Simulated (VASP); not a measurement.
Input of a VASP 6.6.1 run:

The input INCAR:

```
ALGO     = Fast           # electronic algorithm
EDIFF    = 1E-7           # SCF threshold, eV
ENCUT    = 520            # plane-wave cutoff, eV
GGA      = PE             # functional
ISIF     = 2              # what is computed and relaxed
ISMEAR   = 0              # smearing method
LASPH    = True           # aspherical terms in the spheres
LCHARG   = False          # write CHGCAR
LREAL    = False          # projectors in reciprocal space
LWAVE    = False          # write WAVECAR
NBANDS   = 30             # bands
NELM     = 80             # most SCF steps
PREC     = Accurate       # precision mode
SIGMA    = 0.1            # smearing width, eV
```

Contents of KPOINTS:

```
k-points
0
Gamma
  4 4 6
```

The input POSCAR:

```
BPd4
1.0
    6.0827340781      0.0000000000      0.0000000000
    0.0000000000      6.0827340781      0.0000000000
    0.0000000000      0.0000000000      2.5612298384
B Pd
1 4
Direct
    0.5000000000      0.5000000000      0.0000000000
    0.2937334679      0.0000000000      0.5000000000
    0.7062665321      0.0000000000      0.5000000000
    0.0000000000      0.2937334679      0.5000000000
    0.0000000000      0.7062665321      0.5000000000
```

Potentials or basis: VASP PAW PBE potentials, release 64 (B, Pd).

The run is started by

```sh
$ cat potpaw_PBE.64/B/POTCAR potpaw_PBE.64/Pd/POTCAR > POTCAR
$ mpirun -np 1 vasp_std > vasp.out
```

Problem. What does it give for the largest force?

Solution. 0.033 eV/Å.

Problem. What does it give for the pressure?

Solution. -0.6 GPa.

Forces in eV/Å, atoms in the order of the input:
```
B    0.000  0.000  0.000
Pd  -0.033  0.000  0.000
Pd   0.033  0.000  0.000
Pd   0.000 -0.033  0.000
Pd   0.000  0.033  0.000
```

Caveat: the k points lie up to 0.41 Å⁻¹ apart.
